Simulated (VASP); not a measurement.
# Ti (P6_3/mmc) in VASP: further runs, part 2 of 2

VASP 6.6.1. Earlier steps stand in the parts before.

## Step 4: Vibrations by perturbation theory, PBE

This run uses another cell than the first one, of 17.46 Å³/atom.

The input, INCAR:

```
SYSTEM = Ti
ALGO = Normal ; EDIFF = 1E-8
ENCUT = 520 ; GGA = PE
IBRION = 8 ; ISIF = 2
ISMEAR = -1 ; LASPH = .True.
LCHARG = .True. ; LREAL = .False.
LWAVE = .False. ; NBANDS = 19
NELM = 60 ; NSW = 1
PREC = Accurate ; SIGMA = 0.15
```

The input, KPOINTS:

```
k-points
0
Gamma
  18 18 10
  0 0 0
```

The input, POSCAR:

```
Ti
1.0
    2.9405230253      0.0000000000      0.0000000000
   -1.4702615126      2.5465676403      0.0000000000
    0.0000000000      0.0000000000      4.6640088588
Ti
2
Direct
    0.3333333333      0.6666666667      0.2500000000
    0.6666666667      0.3333333333      0.7500000000
```

Potentials or basis: VASP PAW PBE potentials, release 64 (Ti_sv).

Launch:

```bash
$ cat potpaw_PBE.64/Ti_sv/POTCAR > POTCAR
$ mpirun -np 1 vasp_std > vasp.out
```

OUTCAR:

```text
SYSTEM = Ti
   EDIFF = 1E-8
   ENCUT = 520
   GGA = PE
   IBRION = 8
   ISIF = 2
   ISMEAR = -1
   LASPH = .True.
   LREAL = .False.
   NELM = 60
   NSW = 1
   PREC = Accurate

 ion  position               nearest neighbor table
   1  0.333  0.667  0.250-   2 2.88   2 2.88   2 2.88   2 2.88   2 2.88   2 2.88
   2  0.667  0.333  0.750-   1 2.88   1 2.88   1 2.88   1 2.88   1 2.88   1 2.88

  LATTYP: Found a hexagonal cell.
 ALAT       =     2.9405230253
 C/A-ratio  =     1.5861154015

  Lattice vectors:

 A1 = (   2.9405230253,   0.0000000000,   0.0000000000)
 A2 = (  -1.4702615126,   2.5465676403,   0.0000000000)
 A3 = (   0.0000000000,   0.0000000000,   4.6640088588)

Analysis of symmetry for initial positions (statically):
=====================================================================
 Subroutine PRICEL returns:
 Original cell was already a primitive cell.

 Routine SETGRP: Setting up the symmetry group for a
[... 769 lines left out ...]
  x     0.00000    -0.00000    -0.00000     2.44442     0.00000     0.00000
  y     2.44442    -2.44442     0.00000    -0.00000     0.00000     0.00000
  z     0.00000    -0.00000    -0.00000    -0.00000     0.00000    -0.00000

 SECOND DERIVATIVES (NOT SYMMETRIZED)
 ------------------------------------
               1X          1Y          1Z          2X          2Y          2Z
  1X    -1.169007   -0.000000    0.000000    1.169007    0.000000    0.000000
  1Y    -0.000000   -1.169007    0.000000    0.000000    1.169007    0.000000
  1Z     0.000000    0.000000   -3.394415   -0.000000    0.000000    3.394415
  2X     1.169007    0.000000    0.000000   -1.169007   -0.000000    0.000000
  2Y     0.000000    1.169007    0.000000   -0.000000   -1.169007    0.000000
  2Z    -0.000000    0.000000    3.394415    0.000000    0.000000   -3.394415

 Eigenvectors and eigenvalues of the dynamical matrix
 ----------------------------------------------------

   1 f  =    5.886690 THz    36.987161 2PiTHz  196.358828 cm-1    24.345381 meV
             X         Y         Z           dx          dy          dz
     -0.000000  1.697712  1.166002     0.000000    0.000000   -0.707107
      1.470262  0.848856  3.498007    -0.000000    0.000000    0.707107
[... 11 lines left out ...]
   4 f  =    0.000000 THz     0.000000 2PiTHz    0.000000 cm-1     0.000000 meV
             X         Y         Z           dx          dy          dz
     -0.000000  1.697712  1.166002    -0.000000    0.000000    0.707107
      1.470262  0.848856  3.498007     0.000000    0.000000    0.707107

   5 f/i=    0.000000 THz     0.000000 2PiTHz    0.000001 cm-1     0.000000 meV
             X         Y         Z           dx          dy          dz
     -0.000000  1.697712  1.166002     0.018885   -0.706855   -0.000000
      1.470262  0.848856  3.498007     0.018885   -0.706855    0.000000

   6 f/i=    0.000000 THz     0.000000 2PiTHz    0.000001 cm-1     0.000000 meV
             X         Y         Z           dx          dy          dz
     -0.000000  1.697712  1.166002    -0.706855   -0.018885    0.000000
      1.470262  0.848856  3.498007    -0.706855   -0.018885    0.000000

--------------------------------------------------------------------------------------------------------

 ELASTIC MODULI CONTR FROM IONIC RELAXATION (kBar)
 Direction    XX          YY          ZZ          XY          YZ          ZX
 --------------------------------------------------------------------------------
 XX        -234.4809    234.4809      0.0000     -0.0000     -0.0000      0.0000
 YY         234.4809   -234.4809      0.0000     -0.0000      0.0000     -0.0000
 ZZ           0.0000      0.0000     -0.0000      0.0000      0.0000     -0.0000
 XY          -0.0000     -0.0000      0.0000   -234.4809      0.0000     -0.0000
 YZ          -0.0000      0.0000      0.0000      0.0000     -0.0000      0.0000
 ZX           0.0000     -0.0000     -0.0000     -0.0000      0.0000     -0.0000
 --------------------------------------------------------------------------------
```

Wall time 31 min (1 thread of Intel Xeon Platinum 8488C (Sapphire Rapids), shared host); peak memory 1.2 GiB.

Results:

- Highest phonon frequency at Γ: 196 cm⁻¹

Phonon frequencies in cm⁻¹ (negative: imaginary):
```
              q point        frequencies
(0.000, 0.000, 0.000)  0 0 0 115 115 196
```

## Step 5: Single point, PBE

The input, POSCAR:

```
Ti
1.0
    2.9385821063      0.0000000000      0.0000000000
   -1.4692910532      2.5448867552      0.0000000000
    0.0000000000      0.0000000000      4.6504271807
Ti
2
Direct
    0.3333333333      0.6666666667      0.2500000000
    0.6666666667      0.3333333333      0.7500000000
```

The input, INCAR.step1:

```
ALGO = Fast
EDIFF = 1E-7
ENCUT = 520
GGA = PE
ISIF = 2
ISMEAR = 0
LASPH = T
LCHARG = T
LMAXMIX = 4
LREAL = F
LWAVE = F
NBANDS = 19
NELM = 80
PREC = Accurate
SIGMA = 0.1
```

The input, KPOINTS.step1:

```
k-points
0
Gamma
  18 18 10
```

The input, INCAR.step2:

```
ALGO = Fast
EDIFF = 1E-7
ENCUT = 520
GGA = PE
ICHARG = 11
ISIF = 2
ISMEAR = -5
LASPH = T
LCHARG = F
LMAXMIX = 4
LORBIT = 10
LREAL = F
LWAVE = F
NBANDS = 19
NEDOS = 2001
NELM = 80
PREC = Accurate
SIGMA = 0.1
```

The input, KPOINTS.step2:

```
k-points
0
Gamma
  27 27 15
```

Potentials or basis: VASP PAW PBE potentials, release 64 (Ti_sv).

Launch:

```bash
$ cat potpaw_PBE.64/Ti_sv/POTCAR > POTCAR
$ cp INCAR.step1 INCAR
$ cp KPOINTS.step1 KPOINTS
$ mpirun -np 1 vasp_std > vasp.out
$ cp INCAR.step2 INCAR
$ cp KPOINTS.step2 KPOINTS
$ mpirun -np 1 vasp_std > vasp.out
```

OUTCAR:

```text
EDIFF = 1E-7
   ENCUT = 520
   GGA = PE
   ICHARG = 11
   ISIF = 2
   ISMEAR = -5
   LASPH = T
   LORBIT = 10
   LREAL = F
   NELM = 80
   PREC = Accurate

 ion  position               nearest neighbor table
   1  0.333  0.667  0.250-   2 2.88   2 2.88   2 2.88   2 2.88   2 2.88   2 2.88
   2  0.667  0.333  0.750-   1 2.88   1 2.88   1 2.88   1 2.88   1 2.88   1 2.88

  LATTYP: Found a hexagonal cell.
 ALAT       =     2.9385821063
 C/A-ratio  =     1.5825411755

  Lattice vectors:

 A1 = (   2.9385821063,   0.0000000000,   0.0000000000)
 A2 = (  -1.4692910532,   2.5448867552,   0.0000000000)
 A3 = (   0.0000000000,   0.0000000000,   4.6504271807)

Analysis of symmetry for initial positions (statically):
=====================================================================
 Subroutine PRICEL returns:
 Original cell was already a primitive cell.

 Routine SETGRP: Setting up the symmetry group for a
 hexagonal supercell.

 Subroutine GETGRP returns: Found 24 space group operations
 (whereof 12 operations were pure point group operations)
 out of a pool of 24 trial point group operations.

The static configuration has the point symmetry D_3d.
 The point group associated with its full space group is D_6h.

Analysis of symmetry for dynamics (positions and initial velocities):
=====================================================================
 Subroutine PRICEL returns:
 Original cell was already a primitive cell.

 Routine SETGRP: Setting up the symmetry group for a
 hexagonal supercell.

 Subroutine GETGRP returns: Found 24 space group operations
 (whereof 12 operations were pure point group operations)
 out of a pool of 24 trial point group operations.

The dynamic configuration has the point symmetry D_3d.
 The point group associated with its full space group is D_6h.

 Subroutine INISYM returns: Found 24 space group operations
 (whereof 12 operations are pure point group operations),
 and found     1 'primitive' translations

----------------------------------------------------------------------------------------

                                     Primitive cell

  volume of cell :      34.7776

  direct lattice vectors                    reciprocal lattice vectors
     2.938582106  0.000000000  0.000000000     0.340300173  0.196472397  0.000000000
    -1.469291053  2.544886755  0.000000000     0.000000000  0.392944793  0.000000000
     0.000000000  0.000000000  4.650427181     0.000000000  0.000000000  0.215034009

  length of vectors
     2.938582106  2.938582106  4.650427181     0.392944793  0.392944793  0.215034009

  position of ions in fractional coordinates (direct lattice)
     0.333333333  0.666666667  0.250000000
     0.666666667  0.333333333  0.750000000

  ion indices of the primitive-cell ions
   primitive index   ion index
                 1           1
                 2           2

----------------------------------------------------------------------------------------

 KPOINTS: k-points

Automatic generation of k-mesh.
 Grid dimensions read from file:
 generate k-points for:   27   27   15

 Generating k-lattice:

  Cartesian coordinates                     Fractional coordinates (reciprocal lattice)
     0.012603710  0.007276755  0.000000000     0.037037037  0.000000000  0.000000000
     0.000000000  0.014553511  0.000000000     0.000000000  0.037037037  0.000000000
     0.000000000  0.000000000  0.014335601     0.000000000  0.000000000  0.066666667

  Length of vectors
     0.014553511  0.014553511  0.014335601

  Shift w.r.t. Gamma in fractional coordinates (k-lattice)
     0.000000000  0.000000000  0.000000000

 TETIRR: Found  10722 inequivalent tetrahedra from    65610

 Subroutine IBZKPT returns following result:
 ===========================================

 Found    600 irreducible k-points:

 Following reciprocal coordinates:
            Coordinates               Weight
  0.000000  0.000000  0.000000      1.000000
  0.037037  0.000000  0.000000      6.000000
  0.074074  0.000000  0.000000      6.000000
  0.111111  0.000000  0.000000      6.000000
  0.148148  0.000000  0.000000      6.000000
  0.185185  0.000000  0.000000      6.000000
[... 16 lines left out ...]
  0.333333  0.037037  0.000000     12.000000
  0.370370  0.037037  0.000000     12.000000
 [... further k-points ...]
   k-points           NKPTS =    600   k-points in BZ     NKDIM =    600   number of bands    NBANDS=     19
   number of dos      NEDOS =   2001   number of ions     NIONS =      2
   total plane-waves  NPLWV =  20736
   dimension x,y,z NGX =    24 NGY =   24 NGZ =   36
   dimension x,y,z NGXF=    48 NGYF=   48 NGZF=   72
   ions per type =               2
   NGX,Y,Z   is equivalent  to a cutoff of  13.58, 13.58, 12.87 a.u.
   NGXF,Y,Z  is equivalent  to a cutoff of  27.16, 27.16, 25.74 a.u.
 SYSTEM =  unknown system
   PREC   = accura    normal or accurate (medium, high low for compatibility)
   ISTART =      0    job   : 0-new  1-cont  2-samecut
   ICHARG =     11    charge: 1-file 2-atom 10-const
   ISPIN  =      1    spin polarized calculation?
   LNONCOLLINEAR =      F non collinear calculations
   LSORBIT =      F    spin-orbit coupling
   LASPH  =      T    aspherical Exc in radial PAW
   ENCUT  =  520.0 eV  38.22 Ry    6.18 a.u.   5.46  5.46  8.65*2*pi/ulx,y,z
   NELM   =     80;   NELMIN=  2; NELMDL=  0     # of ELM steps
   EDIFF  = 0.1E-06   stopping-criterion for ELM
   LREAL  =      F    real-space projection
   EDIFFG = 0.1E-05   stopping-criterion for IOM
   NSW    =      0    number of steps for IOM
   IBRION =     -1    ionic relax: 0-MD 1-quasi-New 2-CG
   NFREE  =      0    steps in history (QN), initial steepest desc. (CG)
   ISIF   =      2    stress and relaxation
   ISYM   =      2    0-nonsym 1-usesym 2-fastsym
   POTIM  = 0.5000    time-step for ionic-motion
   TEBEG  =    0.0;   TEEND  =   0.0 temperature during run
   PSTRESS=    0.0 pullay stress
   NELECT =      24.0000    total number of electrons
   NUPDOWN=      -1.0000    fix difference up-down
   EMIN   =  10.00;   EMAX   =-10.00  energy-range for DOS
   EFERMI =   0.00;   METHOD = LEGACY
   ISMEAR =    -5;   SIGMA  =   0.10  broadening in eV -4-tet -1-fermi 0-gaus
   EFERMI_NEDOS =   21; number of points for ismear=-14 and -15
   IALGO  =     68    algorithm
   IMIX   =      4    mixing-type and parameters
     AMIX     =   0.40;   BMIX     =  1.00
     AMIX_MAG =   1.60;   BMIX_MAG =  1.00
  volume/ion in A,a.u.               =      17.39       117.35
  Fermi-wavevector in a.u.,A,eV,Ry     =   1.446701  2.733869 28.476240  2.092945
  Thomas-Fermi vector in A             =   2.564740
   LORBIT       =     10    0 simple, 1 ext, 2 COOP (PROOUT), +10 PAW based schemes
   GGA     = PE    functional components
   LHFCALC =     F    Hartree Fock is set to
   AEXX    =    0.0000 exact exchange contribution
   IVDW    =     0    specifies the selected vdW correction
   LEPSILON=     F    determine dielectric tensor
   LRPA    =     F    only Hartree local field effects (RPA)
 non-spin polarized calculation
 RMM-DIIS sequential band-by-band and
 Fermi weights with tetrahedron method with Bloechl corrections
  energy-cutoff  :      520.00
  volume of cell :       34.78
 maximum number of plane-waves:       965
 NGX is ok and might be reduce to    24

 number of electron      24.0000002 magnetization

 Free energy of the ion-electron system (eV)
  ---------------------------------------------------
  ext. energy  EPLUGINS =         0.00000000
  ---------------------------------------------------
  free energy    TOTEN  =       -15.67240257 eV

  energy without entropy =      -15.67240257  energy(sigma->0) =      -15.67240257

 E-fermi :   8.3426     XC(G=0): -11.4921

 val. band max:        8.3501053282   @ k =   0.1852   0.0000   0.3333
 cond. band min:       8.3231272781   @ k =   0.2222   0.2222   0.4667
 fundamental gap:     -0.0269780501
 Fermi energy:         8.3426336104

 k-point     1 :       0.0000    0.0000    0.0000
  band No.  band energies     occupation
      1     -48.5395      2.00000
      2     -48.4031      2.00000
      3     -25.1274      2.00000
      4     -24.4855      2.00000
      5     -24.4855      2.00000
      6     -24.4211      2.00000
[... 11 lines left out ...]
     18       9.9404      0.00000
     19      11.4693      0.00000
[... 489 lines left out ...]
      3     -24.8978      2.00000
      4     -24.8761      2.00000
      5     -24.7823      2.00000
      6     -24.6141      2.00000
[... 11 lines left out ...]
     18      11.6945      0.00000
     19      11.8560      0.00000

 [... further k-points ...]
[... 5 lines left out ...]
  --------------------------------------------------------------------------------------
  -------------------------------------------------------------------------------------
  Total       -0.1805083     -0.1805083     -0.1129184      0.0000000      0.0000000     -0.0000000
  in kB       -8.3158892     -8.3158892     -5.2020679      0.0000000      0.0000000     -0.0000000
  external PRESSURE =      -7.2779488 kB  Pullay stress =       0.0000000 kB

 VOLUME and BASIS-vectors are now :
 -----------------------------------------------------------------------------
  energy-cutoff  :      520.00
  volume of cell :       34.78
      direct lattice vectors                 reciprocal lattice vectors
     2.938582106  0.000000000  0.000000000     0.340300173  0.196472397  0.000000000
    -1.469291053  2.544886755  0.000000000     0.000000000  0.392944793  0.000000000
     0.000000000  0.000000000  4.650427181     0.000000000  0.000000000  0.215034009

 POSITION                                       TOTAL-FORCE (eV/Angst)
 -----------------------------------------------------------------------------------
     -0.00000      1.69659      1.16261        -0.000000     -0.000000      0.000000
      1.46929      0.84830      3.48782         0.000000      0.000000      0.000000
 -----------------------------------------------------------------------------------
    total drift:                               -0.000000      0.000000     -0.000000

  FREE ENERGIE OF THE ION-ELECTRON SYSTEM (eV)
  ---------------------------------------------------
  free  energy   TOTEN  =       -15.6724025665 eV

  energy  without entropy=      -15.6724025665  energy(sigma->0) =      -15.67240257

 total charge

# of ion       s       p       d       tot
------------------------------------------
    1        2.249   6.121   1.878  10.248
    2        2.249   6.121   1.878  10.248
--------------------------------------------------
tot          4.498  12.242   3.756  20.496
```

Wall time 34 min (1 thread of AMD EPYC 7R13, shared host); peak memory 0.4 GiB.

What came out:

| Property | Result |
| --- | --- |
| Valence electrons inside the program's atomic spheres | Ti 10.25 |

Levels at points of the mesh, in eV from the Fermi level:
| k point | band 10 | band 11 | band 12 | band 13 | band 14 | band 15 |
| --- | --- | --- | --- | --- | --- | --- |
| (0.00, 0.00, 0.00) | -2.70 | 0.75 | 0.75 | 0.76 | 0.87 | 1.25 |

Caveat: tetrahedron occupations give inexact forces and stress in metals.
